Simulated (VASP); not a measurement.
# Si (P6_3/mmc) in VASP: notebook, part 2 of 3

VASP 6.6.1. The steps go on from the part before.

## (3) Single point, PBE

This run uses another cell than the first one: it holds 8 atoms, not 4.

Input file INCAR:

```
PREC = Accurate ; ENCUT = 500
EDIFF = 1E-6 ; ISMEAR = 0
SIGMA = 0.05 ; LREAL = F
LASPH = T ; NELM = 120
ALGO = Normal ; ISIF = 2
LWAVE = F ; LCHARG = F
GGA = PE ; NBANDS = 26
GGA_COMPAT = F
```

Input file KPOINTS:

```
Automatic mesh
0
Gamma
  10 6 6
```

Input file POSCAR:

```
Si
1.0
   -3.8512806395      0.0000000000      0.0000000000
    0.0000000000      0.0000000000     -6.3650227019
    0.0000000001     -6.6706137419      0.0000000000
Si
8
Direct
    0.5000000000      0.9370690601      0.1666666667
    0.0000000000      0.9370690601      0.6666666667
    0.0000000000      0.4370690601      0.3333333333
    0.5000000000      0.4370690601      0.8333333333
    0.5000000000      0.5629309399      0.1666666667
    0.0000000000      0.5629309399      0.6666666667
    0.0000000000      0.0629309399      0.3333333333
    0.5000000000      0.0629309399      0.8333333333
```

Potentials or basis: VASP PAW PBE potentials, release 64 (Si).

Started as:

```console
$ cat potpaw_PBE.64/Si/POTCAR > POTCAR
$ mpirun -np 1 vasp_std > vasp.out
```

OUTCAR:

```text
PREC = Accurate
   ENCUT = 500
   EDIFF = 1E-6
   ISMEAR = 0
   LREAL = F
   LASPH = T
   NELM = 120
   ISIF = 2
   GGA = PE

 ion  position               nearest neighbor table
   1  0.500  0.937  0.167-   7 2.36   7 2.36   8 2.36   5 2.38
   2  0.000  0.937  0.667-   8 2.36   8 2.36   7 2.36   6 2.38
   3  0.000  0.437  0.333-   5 2.36   5 2.36   6 2.36   7 2.38
   4  0.500  0.437  0.833-   6 2.36   6 2.36   5 2.36   8 2.38
   5  0.500  0.563  0.167-   3 2.36   3 2.36   4 2.36   1 2.38
   6  0.000  0.563  0.667-   4 2.36   4 2.36   3 2.36   2 2.38
   7  0.000  0.063  0.333-   1 2.36   1 2.36   2 2.36   3 2.38
   8  0.500  0.063  0.833-   2 2.36   2 2.36   1 2.36   4 2.38

  LATTYP: Found a simple orthorhombic cell.
 ALAT       =     3.8512806395
 B/A-ratio  =     1.6527029053
 C/A-ratio  =     1.7320508076

  Lattice vectors:

 A1 = (  -3.8512806395,   0.0000000000,   0.0000000000)
 A2 = (   0.0000000000,   0.0000000000,  -6.3650227019)
 A3 = (   0.0000000001,  -6.6706137419,   0.0000000000)

Analysis of symmetry for initial positions (statically):
=====================================================================
 Subroutine PRICEL returns following result:

  LATTYP: Found a hexagonal cell.
 ALAT       =     3.8512806395
 C/A-ratio  =     1.6527029053

  Lattice vectors:

 A1 = (  -1.9256403197,  -3.3353068709,   0.0000000000)
 A2 = (  -1.9256403198,   3.3353068709,   0.0000000000)
 A3 = (   0.0000000000,   0.0000000000,  -6.3650227019)

   2 primitive cells build up your supercell.

 Routine SETGRP: Setting up the symmetry group for a
 simple orthorhombic supercell.

 Subroutine GETGRP returns: Found  8 space group operations
 (whereof  4 operations were pure point group operations)
 out of a pool of  8 trial point group operations.

The static configuration has the point symmetry C_2h.
 The point group associated with its full space group is D_2h.

Analysis of symmetry for dynamics (positions and initial velocities):
=====================================================================
 Subroutine PRICEL returns following result:

  LATTYP: Found a hexagonal cell.
 ALAT       =     3.8512806395
 C/A-ratio  =     1.6527029053

  Lattice vectors:

 A1 = (  -1.9256403197,  -3.3353068709,   0.0000000000)
 A2 = (  -1.9256403198,   3.3353068709,   0.0000000000)
 A3 = (   0.0000000000,   0.0000000000,  -6.3650227019)

   2 primitive cells build up your supercell.

 Routine SETGRP: Setting up the symmetry group for a
 simple orthorhombic supercell.

 Subroutine GETGRP returns: Found  8 space group operations
 (whereof  4 operations were pure point group operations)
 out of a pool of  8 trial point group operations.

The dynamic configuration has the point symmetry C_2h.
 The point group associated with its full space group is D_2h.

 Subroutine INISYM returns: Found  8 space group operations
 (whereof  4 operations are pure point group operations),
 and found     2 'primitive' translations

----------------------------------------------------------------------------------------

[... 53 lines left out ...]
  0.000000  0.000000  0.000000      1.000000
  0.100000  0.000000  0.000000      2.000000
  0.200000  0.000000  0.000000      2.000000
  0.300000  0.000000 -0.000000      2.000000
  0.400000  0.000000  0.000000      2.000000
  0.500000  0.000000 -0.000000      1.000000
[... 16 lines left out ...]
  0.400000  0.500000  0.000000      2.000000
  0.500000  0.500000 -0.000000      1.000000
 [... further k-points ...]
   k-points           NKPTS =     96   k-points in BZ     NKDIM =     96   number of bands    NBANDS=     26
   number of dos      NEDOS =    301   number of ions     NIONS =      8
   total plane-waves  NPLWV =  67200
   dimension x,y,z NGX =    28 NGY =   48 NGZ =   50
   dimension x,y,z NGXF=    56 NGYF=   96 NGZF=  100
   ions per type =               8
   NGX,Y,Z   is equivalent  to a cutoff of  12.09, 12.54, 12.46 a.u.
   NGXF,Y,Z  is equivalent  to a cutoff of  24.17, 25.07, 24.92 a.u.
 SYSTEM =  unknown system
   PREC   = accura    normal or accurate (medium, high low for compatibility)
   ISTART =      0    job   : 0-new  1-cont  2-samecut
   ICHARG =      2    charge: 1-file 2-atom 10-const
   ISPIN  =      1    spin polarized calculation?
   LNONCOLLINEAR =      F non collinear calculations
   LSORBIT =      F    spin-orbit coupling
   LASPH  =      T    aspherical Exc in radial PAW
   ENCUT  =  500.0 eV  36.75 Ry    6.06 a.u.   7.02 11.60 12.16*2*pi/ulx,y,z
   NELM   =    120;   NELMIN=  2; NELMDL= -5     # of ELM steps
   EDIFF  = 0.1E-05   stopping-criterion for ELM
   LREAL  =      F    real-space projection
   EDIFFG = 0.1E-04   stopping-criterion for IOM
   NSW    =      0    number of steps for IOM
   IBRION =     -1    ionic relax: 0-MD 1-quasi-New 2-CG
   NFREE  =      0    steps in history (QN), initial steepest desc. (CG)
   ISIF   =      2    stress and relaxation
   ISYM   =      2    0-nonsym 1-usesym 2-fastsym
   POTIM  = 0.5000    time-step for ionic-motion
   TEBEG  =    0.0;   TEEND  =   0.0 temperature during run
   PSTRESS=    0.0 pullay stress
   NELECT =      32.0000    total number of electrons
   NUPDOWN=      -1.0000    fix difference up-down
   EMIN   =  10.00;   EMAX   =-10.00  energy-range for DOS
   EFERMI =   0.00;   METHOD = LEGACY
   ISMEAR =     0;   SIGMA  =   0.05  broadening in eV -4-tet -1-fermi 0-gaus
   EFERMI_NEDOS =   21; number of points for ismear=-14 and -15
   IALGO  =     38    algorithm
   IMIX   =      4    mixing-type and parameters
     AMIX     =   0.40;   BMIX     =  1.00
     AMIX_MAG =   1.60;   BMIX_MAG =  1.00
  volume/ion in A,a.u.               =      20.44       137.94
  Fermi-wavevector in a.u.,A,eV,Ry     =   0.950461  1.796112 12.291190  0.903377
  Thomas-Fermi vector in A             =   2.078840
   LORBIT       =      0    0 simple, 1 ext, 2 COOP (PROOUT), +10 PAW based schemes
   GGA     = PE    functional components
   LHFCALC =     F    Hartree Fock is set to
   AEXX    =    0.0000 exact exchange contribution
   IVDW    =     0    specifies the selected vdW correction
   LEPSILON=     F    determine dielectric tensor
   LRPA    =     F    only Hartree local field effects (RPA)
 non-spin polarized calculation
 Gauss-broadening in eV      SIGMA  =   0.05
  energy-cutoff  :      500.00
  volume of cell :      163.52
 maximum number of plane-waves:      4180
   NGX = 15   NGY = 23   NGZ = 25

 number of electron      31.9999999 magnetization

 Free energy of the ion-electron system (eV)
  ---------------------------------------------------
  ext. energy  EPLUGINS =         0.00000000
  ---------------------------------------------------
  free energy    TOTEN  =       -43.31007558 eV

  energy without entropy =      -43.31007558  energy(sigma->0) =      -43.31007558

 E-fermi :   6.0670     XC(G=0):  -9.3236

 val. band max:        5.8626625457   @ k =   0.0000   0.0000   0.0000
 cond. band min:       6.3158288266   @ k =   0.0000   0.0000   0.0000
 fundamental gap:      0.4531662809
 Fermi energy:         6.0670036667

 k-point     1 :       0.0000    0.0000    0.0000
  band No.  band energies     occupation
      1      -6.2122      2.00000
      2      -4.0632      2.00000
      3      -3.9680      2.00000
      4      -2.4970      2.00000
      5      -1.7192      2.00000
      6      -1.2634      2.00000
[... 685 lines left out ...]
     25      10.3552      0.00000
     26      10.3552      0.00000

 [... further k-points ...]

------------------------ aborting loop because EDIFF is reached ----------------------------------------

  FORCE on cell =-STRESS in cart. coord.  units (eV):
  Direction    XX          YY          ZZ          XY          YZ          ZX
  --------------------------------------------------------------------------------------
  -------------------------------------------------------------------------------------
  Total       -0.0641119     -0.0743212     -0.0703045      0.0000000      0.0000000      0.0000000
  in kB       -0.6281718     -0.7282028     -0.6888467      0.0000000      0.0000000      0.0000000
  external PRESSURE =      -0.6817404 kB  Pullay stress =       0.0000000 kB

 VOLUME and BASIS-vectors are now :
 -----------------------------------------------------------------------------
  energy-cutoff  :      500.00
  volume of cell :      163.52
      direct lattice vectors                 reciprocal lattice vectors
    -3.851280640  0.000000000  0.000000000    -0.259653890 -0.000000000  0.000000000
     0.000000000  0.000000000 -6.365022702     0.000000000  0.000000000 -0.157108631
     0.000000000 -6.670613742  0.000000000     0.000000000 -0.149911243  0.000000000

 POSITION                                       TOTAL-FORCE (eV/Angst)
 -----------------------------------------------------------------------------------
     -1.92564     -1.11177     -5.96447         0.000000     -0.000087      0.000295
      0.00000     -4.44708     -5.96447         0.000000     -0.000087      0.000295
      0.00000     -2.22354     -2.78195        -0.000000      0.000087      0.000295
     -1.92564     -5.55884     -2.78195        -0.000000      0.000087      0.000295
     -1.92564     -1.11177     -3.58307         0.000000     -0.000087     -0.000295
      0.00000     -4.44708     -3.58307         0.000000     -0.000087     -0.000295
      0.00000     -2.22354     -0.40056        -0.000000      0.000087     -0.000295
     -1.92564     -5.55884     -0.40056        -0.000000      0.000087     -0.000295
 -----------------------------------------------------------------------------------
    total drift:                                0.000000     -0.000000      0.000000

  FREE ENERGIE OF THE ION-ELECTRON SYSTEM (eV)
  ---------------------------------------------------
  free  energy   TOTEN  =       -43.3100755795 eV

  energy  without entropy=      -43.3100755795  energy(sigma->0) =      -43.31007558
```

Wall time 5.9 min (1 thread of Intel Xeon 8259CL, shared host); peak memory 0.41 GiB.

Results:

```yaml
Free_energy: -43.3101 eV
Pressure: -0.1 GPa
Band_gap_on_the_k_mesh: 0.45 eV
```

Levels at points of the mesh, in eV from the valence-band top:
```
           k point  band 13  band 14  band 15  band 16  band 17  band 18  band 19  band 20
(0.00, 0.00, 0.00)    -1.42    -0.33     0.00     0.00     0.45     0.99     2.02     2.02
(0.50, 0.00, 0.00)    -2.71    -2.71    -2.57    -2.57     1.42     1.42     3.79     3.79
(0.00, 0.50, 0.00)    -0.91    -0.91    -0.91    -0.91     0.92     0.92     1.70     1.70
(0.50, 0.50, 0.00)    -2.23    -2.23    -2.23    -2.23     1.81     1.81     1.81     1.81
(0.00, 0.00, 0.50)    -1.36    -1.36    -0.86    -0.86     1.06     1.06     2.96     2.96
(0.50, 0.00, 0.50)    -2.92    -2.92    -1.42    -1.42     0.45     0.45     2.33     2.33
(0.00, 0.50, 0.50)    -1.80    -1.80    -1.80    -1.80     1.54     1.54     1.54     1.54
(0.50, 0.50, 0.50)    -2.38    -2.38    -2.38    -2.38     0.92     0.92     0.92     0.92
```

A k mesh can miss the band edges.

## (4) Single point, PBE

Input file INCAR:

```
SYSTEM = Si
ALGO = Normal
EDIFF = 1E-7
ENCUT = 520
GGA = PE
ISIF = 2
ISMEAR = 0
LASPH = .True.
LCHARG = .False.
LREAL = .False.
LWAVE = .False.
NBANDS = 16
NELM = 100
PREC = Accurate
SIGMA = 0.01
```

Input file KPOINTS:

```
k-points
0
Gamma
  12 12 6
  0 0 0
```

Input file POSCAR:

```
Si
1.0
    3.8512434487      0.0000000000      0.0000000000
   -1.9256217244      3.3352746627      0.0000000000
    0.0000000000      0.0000000000      6.3658255622
Si
4
Direct
    0.3333333333      0.6666666667      0.0629474408
    0.6666666667      0.3333333333      0.5629474408
    0.3333333333      0.6666666667      0.4370525592
    0.6666666667      0.3333333333      0.9370525592
```

Potentials or basis: VASP PAW PBE potentials, release 64 (Si).

Started as:

```console
$ cat potpaw_PBE.64/Si/POTCAR > POTCAR
$ mpirun -np 1 vasp_std > vasp.out
```

OUTCAR:

```text
SYSTEM = Si
   EDIFF = 1E-7
   ENCUT = 520
   GGA = PE
   ISIF = 2
   ISMEAR = 0
   LASPH = .True.
   LREAL = .False.
   NELM = 100
   PREC = Accurate

 ion  position               nearest neighbor table
   1  0.333  0.667  0.063-   4 2.36   4 2.36   4 2.36   3 2.38
   2  0.667  0.333  0.563-   3 2.36   3 2.36   3 2.36   4 2.38
   3  0.333  0.667  0.437-   2 2.36   2 2.36   2 2.36   1 2.38
   4  0.667  0.333  0.937-   1 2.36   1 2.36   1 2.36   2 2.38

  LATTYP: Found a hexagonal cell.
 ALAT       =     3.8512434487
 C/A-ratio  =     1.6529273329

  Lattice vectors:

 A1 = (   3.8512434487,   0.0000000000,   0.0000000000)
 A2 = (  -1.9256217244,   3.3352746627,   0.0000000000)
 A3 = (   0.0000000000,   0.0000000000,   6.3658255622)

Analysis of symmetry for initial positions (statically):
=====================================================================
 Subroutine PRICEL returns:
 Original cell was already a primitive cell.

 Routine SETGRP: Setting up the symmetry group for a
[... 174 lines left out ...]

 E-fermi :   5.9208     XC(G=0):  -9.3232

 val. band max:        5.8620452154   @ k =   0.0000   0.0000   0.0000
 cond. band min:       6.3157546234   @ k =   0.5000   0.0000   0.0000
 fundamental gap:      0.4537094080
 Fermi energy:         5.9208352964

 k-point     1 :       0.0000    0.0000    0.0000
  band No.  band energies     occupation
      1      -6.2125      2.00000
      2      -3.9691      2.00000
      3      -1.2646      2.00000
      4       4.3704      2.00000
      5       4.3704      2.00000
      6       5.5253      2.00000
[... 433 lines left out ...]
      3      -1.1018      2.00000
      4       1.1825      2.00000
      5       1.3401      2.00000
      6       3.2019      2.00000
[... 8 lines left out ...]
     15      12.9678      0.00000
     16      12.9880      0.00000

 [... further k-points ...]

------------------------ aborting loop because EDIFF is reached ----------------------------------------

  FORCE on cell =-STRESS in cart. coord.  units (eV):
  Direction    XX          YY          ZZ          XY          YZ          ZX
  --------------------------------------------------------------------------------------
  -------------------------------------------------------------------------------------
  Total       -0.0363619     -0.0363619     -0.0445571      0.0000000     -0.0000000     -0.0000000
  in kB       -0.7124746     -0.7124746     -0.8730514      0.0000000     -0.0000000     -0.0000000
  external PRESSURE =      -0.7660002 kB  Pullay stress =       0.0000000 kB

 VOLUME and BASIS-vectors are now :
 -----------------------------------------------------------------------------
  energy-cutoff  :      520.00
  volume of cell :       81.77
      direct lattice vectors                 reciprocal lattice vectors
     3.851243449  0.000000000  0.000000000     0.259656398  0.149912691  0.000000000
    -1.925621724  3.335274663  0.000000000     0.000000000  0.299825382  0.000000000
     0.000000000  0.000000000  6.365825562     0.000000000  0.000000000  0.157088816

 POSITION                                       TOTAL-FORCE (eV/Angst)
 -----------------------------------------------------------------------------------
     -0.00000      2.22352      0.40071        -0.000000      0.000000     -0.001061
      1.92562      1.11176      3.58363         0.000000     -0.000000     -0.001061
     -0.00000      2.22352      2.78220        -0.000000      0.000000      0.001061
      1.92562      1.11176      5.96511         0.000000     -0.000000      0.001061
 -----------------------------------------------------------------------------------
    total drift:                               -0.000000      0.000000     -0.000000

  FREE ENERGIE OF THE ION-ELECTRON SYSTEM (eV)
  ---------------------------------------------------
  free  energy   TOTEN  =       -21.6552141306 eV

  energy  without entropy=      -21.6552141306  energy(sigma->0) =      -21.65521413
```

stdout:

```text
POSCAR found type information on POSCAR Si
 POSCAR found :  1 types and       4 ions
 scaLAPACK will be used
 LDA part: xc-table for (Slater+PW92), standard interpolation
 POSCAR, INCAR and KPOINTS ok, starting setup
 FFT: planning ... GRIDC
 FFT: planning ... GRID_SOFT
 FFT: planning ... GRID
 WAVECAR not read
 entering main loop
```

Run time: 2.3 min. Hardware: 1 thread of Intel Xeon 8259CL, shared host; peak memory 0.23 GiB.

What came out:

```yaml
Free_energy: -21.6552 eV
Pressure: -0.1 GPa
Band_gap_on_the_k_mesh: 0.45 eV (least direct gap 0.99 eV)
```

A k mesh can miss the band edges.

(Continued in part 3 of 3.)
